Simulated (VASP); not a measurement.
# Mg2NCl (R-3m) in VASP: further runs

The runs below take Mg2NCl through single point, with PBE.

All numbers are computed with VASP 6.6.1; they aren't measurements. Logs are shortened: lines on timing, memory, paths and dates and some standing lists are left out, and cuts for length are marked.

## 1. The cell of the first run

The structure is trigonal, space group R-3m (No. 166). The conventional cell has a = 3.252 Å, b = 3.252 Å, c = 17.655 Å, α = 90.00°, β = 90.00°, γ = 120.00°. Within 2.8 Å of Mg (site symmetry 3m) lie 3 N at 2.12 Å and 3 Cl at 2.71 Å and 3 Mg at 2.73 Å. Within 2.8 Å of N (site symmetry -3m) lie 6 Mg at 2.12 Å. Within 3.6 Å of Cl (site symmetry -3m) lie 6 Mg at 2.71 Å and 6 Cl at 3.25 Å and 6 N at 3.49 Å.

## 2. Single point, PBE (13.47 Å³/atom)

Contents of INCAR:

```
SYSTEM = Mg2NCl
  PREC = Accurate
  ENCUT = 520
  EDIFF = 1E-7
  ISMEAR = 0
  SIGMA = 0.01
  LREAL = .FALSE.
  LASPH = .TRUE.
  NELM = 100
  ALGO = Normal
  ISIF = 2
  LWAVE = .FALSE.
  LCHARG = .TRUE.
  GGA = PE
  LELF = .TRUE.
  LVHAR = .TRUE.
  NBANDS = 16
```

Contents of KPOINTS:

```
Automatic mesh
0
G
  8 8 8
  0 0 0
```

Contents of POSCAR:

```
Mg2NCl
1.0
    1.6257871725      0.9386486617      5.8849225469
   -1.6257871725      0.9386486617      5.8849225469
    0.0000000000     -1.8772973234      5.8849225469
Mg N Cl
2 1 1
Direct
    0.2227874665      0.2227874665      0.2227874665
    0.7772125335      0.7772125335      0.7772125335
    0.5000000000      0.5000000000      0.5000000000
    0.0000000000      0.0000000000      0.0000000000
```

Potentials or basis: VASP PAW PBE potentials, release 64 (Mg, N, Cl).

Launch:

```sh
> cat potpaw_PBE.64/Mg/POTCAR potpaw_PBE.64/N/POTCAR potpaw_PBE.64/Cl/POTCAR > POTCAR
> mpirun -np 1 vasp_std > vasp.out
```

OUTCAR:

```text
SYSTEM = Mg2NCl
   PREC = Accurate
   ENCUT = 520
   EDIFF = 1E-7
   ISMEAR = 0
   LREAL = .FALSE.
   LASPH = .TRUE.
   NELM = 100
   ISIF = 2
   GGA = PE

 ion  position               nearest neighbor table
   1  0.223  0.223  0.223-   3 2.12   3 2.12   3 2.12   4 2.71   4 2.71   4 2.71   2 2.73   2 2.73
                             2 2.73
   2  0.777  0.777  0.777-   3 2.12   3 2.12   3 2.12   4 2.71   4 2.71   4 2.71   1 2.73   1 2.73
                             1 2.73
   3  0.500  0.500  0.500-   1 2.12   1 2.12   2 2.12   2 2.12   1 2.12   2 2.12
   4  0.000  0.000  0.000-   2 2.71   2 2.71   1 2.71   1 2.71   2 2.71   1 2.71

  LATTYP: Found a trigonal (rhomboedric) cell.
 ALAT       =     6.1770995316
 COS(alpha) =     0.8614558532

  Lattice vectors:

 A1 = (   1.6257871725,   0.9386486617,   5.8849225469)
 A2 = (  -1.6257871725,   0.9386486617,   5.8849225469)
 A3 = (   0.0000000000,  -1.8772973234,   5.8849225469)

Analysis of symmetry for initial positions (statically):
=====================================================================
 Subroutine PRICEL returns:
 Original cell was already a primitive cell.

 Routine SETGRP: Setting up the symmetry group for a
 trigonal (rhombohedral) supercell.

 Subroutine GETGRP returns: Found 12 space group operations
 (whereof 12 operations were pure point group operations)
 out of a pool of 12 trial point group operations.

The static configuration has the point symmetry D_3d.

Analysis of symmetry for dynamics (positions and initial velocities):
=====================================================================
 Subroutine PRICEL returns:
 Original cell was already a primitive cell.

 Routine SETGRP: Setting up the symmetry group for a
 trigonal (rhombohedral) supercell.

 Subroutine GETGRP returns: Found 12 space group operations
 (whereof 12 operations were pure point group operations)
 out of a pool of 12 trial point group operations.

The dynamic configuration has the point symmetry D_3d.

 Subroutine INISYM returns: Found 12 space group operations
 (whereof 12 operations are pure point group operations),
 and found     1 'primitive' translations

----------------------------------------------------------------------------------------

                                     Primitive cell

  volume of cell :      53.8839

  direct lattice vectors                    reciprocal lattice vectors
     1.625787172  0.938648662  5.884922547     0.307543329  0.177560224  0.056641924
    -1.625787172  0.938648662  5.884922547    -0.307543329  0.177560224  0.056641924
     0.000000000 -1.877297323  5.884922547     0.000000000 -0.355120448  0.056641924

  length of vectors
     6.177099532  6.177099532  6.177099532     0.359609288  0.359609288  0.359609288

  position of ions in fractional coordinates (direct lattice)
     0.222787467  0.222787467  0.222787467
     0.777212533  0.777212533  0.777212533
     0.500000000  0.500000000  0.500000000
     0.000000000  0.000000000  0.000000000

  ion indices of the primitive-cell ions
   primitive index   ion index
                 1           1
                 2           2
                 3           3
                 4           4

----------------------------------------------------------------------------------------

 KPOINTS: Automatic mesh

Automatic generation of k-mesh.
 Grid dimensions read from file:
 generate k-points for:    8    8    8

 Generating k-lattice:

  Cartesian coordinates                     Fractional coordinates (reciprocal lattice)
     0.038442916  0.022195028  0.007080240     0.125000000 -0.000000000  0.000000000
    -0.038442916  0.022195028  0.007080240    -0.000000000  0.125000000  0.000000000
     0.000000000 -0.044390056  0.007080240     0.000000000  0.000000000  0.125000000

  Length of vectors
     0.044951161  0.044951161  0.044951161

  Shift w.r.t. Gamma in fractional coordinates (k-lattice)
     0.000000000  0.000000000  0.000000000

 Subroutine IBZKPT returns following result:
 ===========================================

 Found     65 irreducible k-points:

 Following reciprocal coordinates:
            Coordinates               Weight
  0.000000  0.000000  0.000000      1.000000
  0.125000 -0.000000  0.000000      6.000000
  0.250000 -0.000000  0.000000      6.000000
  0.375000 -0.000000  0.000000      6.000000
  0.500000 -0.000000  0.000000      3.000000
  0.125000  0.125000  0.000000      6.000000
[... 16 lines left out ...]
  0.250000  0.125000  0.125000      6.000000
  0.375000  0.125000  0.125000      6.000000
 [... further k-points ...]
   k-points           NKPTS =     65   k-points in BZ     NKDIM =     65   number of bands    NBANDS=     16
   number of dos      NEDOS =    301   number of ions     NIONS =      4
   total plane-waves  NPLWV = 110592
   dimension x,y,z NGX =    48 NGY =   48 NGZ =   48
   dimension x,y,z NGXF=    96 NGYF=   96 NGZF=   96
   ions per type =               2   1   1
   NGX,Y,Z   is equivalent  to a cutoff of  12.92, 12.92, 12.92 a.u.
   NGXF,Y,Z  is equivalent  to a cutoff of  25.84, 25.84, 25.84 a.u.
 SYSTEM =  Mg2NCl
   PREC   = accura    normal or accurate (medium, high low for compatibility)
   ISTART =      0    job   : 0-new  1-cont  2-samecut
   ICHARG =      2    charge: 1-file 2-atom 10-const
   ISPIN  =      1    spin polarized calculation?
   LNONCOLLINEAR =      F non collinear calculations
   LSORBIT =      F    spin-orbit coupling
   LASPH  =      T    aspherical Exc in radial PAW
   ENCUT  =  520.0 eV  38.22 Ry    6.18 a.u.  11.49 11.49 11.49*2*pi/ulx,y,z
   NELM   =    100;   NELMIN=  2; NELMDL= -5     # of ELM steps
   EDIFF  = 0.1E-06   stopping-criterion for ELM
   LREAL  =      F    real-space projection
   EDIFFG = 0.1E-05   stopping-criterion for IOM
   NSW    =      0    number of steps for IOM
   IBRION =     -1    ionic relax: 0-MD 1-quasi-New 2-CG
   NFREE  =      0    steps in history (QN), initial steepest desc. (CG)
   ISIF   =      2    stress and relaxation
   ISYM   =      2    0-nonsym 1-usesym 2-fastsym
   POTIM  = 0.5000    time-step for ionic-motion
   TEBEG  =    0.0;   TEEND  =   0.0 temperature during run
   PSTRESS=    0.0 pullay stress
   NELECT =      16.0000    total number of electrons
   NUPDOWN=      -1.0000    fix difference up-down
   EMIN   =  10.00;   EMAX   =-10.00  energy-range for DOS
   EFERMI =   0.00;   METHOD = LEGACY
   ISMEAR =     0;   SIGMA  =   0.01  broadening in eV -4-tet -1-fermi 0-gaus
   EFERMI_NEDOS =   21; number of points for ismear=-14 and -15
   IALGO  =     38    algorithm
   IMIX   =      4    mixing-type and parameters
     AMIX     =   0.40;   BMIX     =  1.00
     AMIX_MAG =   1.60;   BMIX_MAG =  1.00
  volume/ion in A,a.u.               =      13.47        90.91
  Fermi-wavevector in a.u.,A,eV,Ry     =   1.092183  2.063926 16.229883  1.192863
  Thomas-Fermi vector in A             =   2.228443
   LORBIT       =      0    0 simple, 1 ext, 2 COOP (PROOUT), +10 PAW based schemes
   GGA     = PE    functional components
   LHFCALC =     F    Hartree Fock is set to
   AEXX    =    0.0000 exact exchange contribution
   IVDW    =     0    specifies the selected vdW correction
   LEPSILON=     F    determine dielectric tensor
   LRPA    =     F    only Hartree local field effects (RPA)
 non-spin polarized calculation
 Gauss-broadening in eV      SIGMA  =   0.01
  energy-cutoff  :      520.00
  volume of cell :       53.88
 maximum number of plane-waves:      1469
 NGX is ok and might be reduce to    48
   NGX = 23   NGY = 23   NGZ = 23

 number of electron      15.9999999 magnetization

 Free energy of the ion-electron system (eV)
  ---------------------------------------------------
  ext. energy  EPLUGINS =         0.00000000
  ---------------------------------------------------
  free energy    TOTEN  =       -17.74896959 eV

  energy without entropy =      -17.74896959  energy(sigma->0) =      -17.74896959

 E-fermi :   4.6576     XC(G=0): -10.1924

 val. band max:        4.5486953182   @ k =   0.0000   0.0000   0.0000
 cond. band min:       7.1775205828   @ k =   0.0000   0.0000   0.0000
 fundamental gap:      2.6288252646
 Fermi energy:         4.6576144126

 k-point     1 :       0.0000    0.0000    0.0000
  band No.  band energies     occupation
      1     -12.2802      2.00000
      2      -8.3907      2.00000
      3      -2.0496      2.00000
      4       2.1700      2.00000
      5       2.1700      2.00000
      6       3.5059      2.00000
[... 8 lines left out ...]
     15      15.0321      0.00000
     16      15.0321      0.00000

 k-point     2 :       0.1250   -0.0000    0.0000
  band No.  band energies     occupation
      1     -12.1507      2.00000
      2      -8.2681      2.00000
      3      -1.8489      2.00000
      4       1.4044      2.00000
      5       2.0235      2.00000
      6       3.4687      2.00000
[... 8 lines left out ...]
     15      14.6360      0.00000
     16      15.1683      0.00000

 k-point     3 :       0.2500   -0.0000    0.0000
  band No.  band energies     occupation
      1     -11.8123      2.00000
      2      -7.9459      2.00000
      3      -1.3044      2.00000
      4      -0.0752      2.00000
      5       1.6979      2.00000
      6       2.1872      2.00000
[... 8 lines left out ...]
     15      14.8078      0.00000
     16      16.1783      0.00000

 k-point     4 :       0.3750   -0.0000    0.0000
  band No.  band energies     occupation
      1     -11.4272      2.00000
      2      -7.5764      2.00000
      3      -1.3311      2.00000
      4      -0.6061      2.00000
      5       0.9882      2.00000
      6       1.4048      2.00000
[... 8 lines left out ...]
     15      14.4944      0.00000
     16      17.1460      0.00000
[... 324 lines left out ...]
 k-point    22 :       0.1250    0.1250    0.1250
  band No.  band energies     occupation
      1     -12.2751      2.00000
      2      -8.4151      2.00000
      3      -1.9449      2.00000
      4       2.1717      2.00000
      5       2.1717      2.00000
      6       3.2250      2.00000
[... 8 lines left out ...]
     15      15.1209      0.00000
     16      15.1209      0.00000

 k-point    23 :       0.2500    0.1250    0.1250
  band No.  band energies     occupation
      1     -12.1433      2.00000
      2      -8.3027      2.00000
      3      -1.6941      2.00000
      4       1.3862      2.00000
      5       2.0291      2.00000
      6       3.0602      2.00000
[... 8 lines left out ...]
     15      14.6990      0.00000
     16      15.3764      0.00000

 k-point    24 :       0.3750    0.1250    0.1250
  band No.  band energies     occupation
      1     -11.8054      2.00000
      2      -7.9764      2.00000
      3      -1.1695      2.00000
      4      -0.0883      2.00000
      5       1.7025      2.00000
      6       2.1875      2.00000
[... 8 lines left out ...]
     15      14.9158      0.00000
     16      16.2916      0.00000

 [... further k-points ...]
[... 5 lines left out ...]
  --------------------------------------------------------------------------------------
  -------------------------------------------------------------------------------------
  Total        2.0812809      2.0812809      1.6425228      0.0000000      0.0000000      0.0000000
  in kB       61.8845919     61.8845919     48.8386036      0.0000000      0.0000000      0.0000000
  external PRESSURE =      57.5359291 kB  Pullay stress =       0.0000000 kB

 VOLUME and BASIS-vectors are now :
 -----------------------------------------------------------------------------
  energy-cutoff  :      520.00
  volume of cell :       53.88
      direct lattice vectors                 reciprocal lattice vectors
     1.625787172  0.938648662  5.884922547     0.307543329  0.177560224  0.056641924
    -1.625787172  0.938648662  5.884922547    -0.307543329  0.177560224  0.056641924
     0.000000000 -1.877297323  5.884922547     0.000000000 -0.355120448  0.056641924

 POSITION                                       TOTAL-FORCE (eV/Angst)
 -----------------------------------------------------------------------------------
      0.00000      0.00000      3.93326         0.000000      0.000000      0.228683
      0.00000      0.00000     13.72151         0.000000     -0.000000     -0.228683
      0.00000      0.00000      8.82738         0.000000     -0.000000     -0.000000
      0.00000      0.00000      0.00000         0.000000      0.000000      0.000000
 -----------------------------------------------------------------------------------
    total drift:                                0.000000      0.000000     -0.000000

  FREE ENERGIE OF THE ION-ELECTRON SYSTEM (eV)
  ---------------------------------------------------
  free  energy   TOTEN  =       -17.7489695865 eV

  energy  without entropy=      -17.7489695865  energy(sigma->0) =      -17.74896959
```

Wall time 74 s (1 thread of Intel Xeon 6975P-C (Granite Rapids), shared host); peak memory 0.34 GiB.

Results:

```
Free energy            : -17.7490 eV
Pressure               : 5.8 GPa
Largest force          : 0.229 eV/Å
Band gap on the k mesh : 2.63 eV
```

Forces on the atoms (eV/Å):
```
Mg   0.000  0.000  0.229
Mg   0.000  0.000 -0.229
N    0.000  0.000  0.000
Cl   0.000  0.000  0.000
```

Levels at points of the mesh, in eV from the valence-band top:
```tsv
k point	band 4	band 5	band 6	band 7	band 8	band 9	band 10	band 11	band 12	band 13
(0.00, 0.00, 0.00)	-2.38	-2.38	-1.04	0.00	0.00	2.63	5.59	8.93	9.07	9.61
(0.50, 0.00, 0.00)	-4.79	-4.04	-3.26	-1.57	-0.81	4.45	6.07	6.35	7.57	7.66
(0.50, 0.50, 0.00)	-5.40	-3.28	-3.10	-0.85	-0.74	3.29	4.12	5.40	9.04	9.58
(0.50, 0.50, 0.50)	-2.78	-2.37	-2.37	-0.03	-0.03	5.05	5.21	7.22	8.62	9.77
```

Caveat: the cell stands under pressure.

## 3. Single point, PBE (13.90 Å³/atom)

This run uses another cell than the first one, of 13.90 Å³/atom.

Contents of INCAR:

```
SYSTEM = Mg2NCl
ALGO     = Normal         ! electronic algorithm
EDIFF    = 1E-6           ! SCF threshold, eV
ENCUT    = 520            ! plane-wave cutoff, eV
GGA      = PE             ! functional
ISIF     = 2              ! what is computed and relaxed
ISMEAR   = 0              ! smearing method
LASPH    = .TRUE.         ! aspherical terms in the spheres
LCHARG   = .FALSE.        ! write CHGCAR
LREAL    = .FALSE.        ! projectors in reciprocal space
LWAVE    = .FALSE.        ! write WAVECAR
NBANDS   = 16             ! bands
NELM     = 80             ! most SCF steps
PREC     = Accurate       ! precision mode
SIGMA    = 0.01           ! smearing width, eV
```

Contents of KPOINTS:

```
k-points
0
G
  8 8 8
  0 0 0
```

Contents of POSCAR:

```
Mg2NCl
1.0
    1.6429019794      0.9485299000      5.9468736526
   -1.6429019794      0.9485299000      5.9468736526
    0.0000000000     -1.8970598001      5.9468736526
Mg N Cl
2 1 1
Direct
    0.2227874665      0.2227874665      0.2227874665
    0.7772125335      0.7772125335      0.7772125335
    0.5000000000      0.5000000000      0.5000000000
    0.0000000000      0.0000000000      0.0000000000
```

Potentials or basis: VASP PAW PBE potentials, release 64 (Mg, N, Cl).

Launch:

```sh
> cat potpaw_PBE.64/Mg/POTCAR potpaw_PBE.64/N/POTCAR potpaw_PBE.64/Cl/POTCAR > POTCAR
> mpirun -np 1 vasp_std > vasp.out
```

It took 60 s on 1 thread of Intel Xeon 6975P-C (Granite Rapids), shared host; peak memory 0.34 GiB.

It converged, with:

```yaml
Free_energy: -17.7933 eV
Pressure: 2.5 GPa
Largest_force: 0.080 eV/Å
Band_gap_on_the_k_mesh: 2.41 eV
```

Forces in eV/Å, atoms in the order of the input:
```
Mg   0.000  0.000  0.080
Mg   0.000  0.000 -0.080
N    0.000  0.000  0.000
Cl   0.000  0.000  0.000
```

Stress tensor (GPa, compression positive):
```
2.70 0.00 0.00
0.00 2.70 0.00
0.00 0.00 2.01
```

Levels at points of the mesh, in eV from the valence-band top:
```csv
k point,band 6,band 7,band 8,band 9,band 10,band 11
"(0.00, 0.00, 0.00)",-1.03,0.00,0.00,2.41,5.47,8.62
"(0.50, 0.00, 0.00)",-3.21,-1.51,-0.79,4.41,5.94,6.33
"(0.50, 0.50, 0.00)",-3.05,-0.82,-0.73,3.24,4.05,5.44
"(0.50, 0.50, 0.50)",-2.37,-0.03,-0.03,4.75,5.03,7.17
```

A k mesh can miss the band edges.

(Part 1 of 2 ends here.)
